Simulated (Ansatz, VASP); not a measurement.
# Two plane-wave programs on N

```
CELL_PARAMETERS angstrom
3.73128 0.00000 0.00000
-1.86564 3.23138 0.00000
0.00000 0.00000 5.57152
ATOMIC_POSITIONS crystal
N 0.33333 0.66667 0.25000
N 0.66667 0.33333 0.75000
```

Alike in both runs: task single point; functional LDA; k mesh 12 × 12 × 6; occupations gaussian, width 0.05 eV; collinear spin.

|  | VASP | Ansatz |
| --- | --- | --- |
| version | VASP 6.6.1 | Ansatz 0.2.0 |
| potentials or method | VASP PAW LDA potentials, release 64 (N), cutoff 520 eV | scalar-relativistic, plane waves, PAW |
| valence electrons in the cell | 10 | 10 |

|  | VASP | Ansatz | Ansatz less VASP |
| --- | --- | --- | --- |
| gap on the k mesh at the Fermi level (eV) | 2.07 | 2.20 | +0.132 |
| least direct gap on the mesh (eV) | 2.07 | 2.20 | +0.132 |
| pressure (GPa) | -0.4 | -0.3 | +0.07 |
| traceless stress, the component that is largest in VASP (GPa) | 0.07 | 0.06 | -0.007 |
| net moment per atom (μB) | 3.00 | 3.00 | 0.000 |
| size of the moment on the site where the two differ most (μB) | 1.93 | 2.88 | +0.952 |

LDA's correlation is that of Perdew and Zunger in VASP and of Perdew and Wang (1992) in Ansatz. Site moments also hang on the region over which each program counts them.
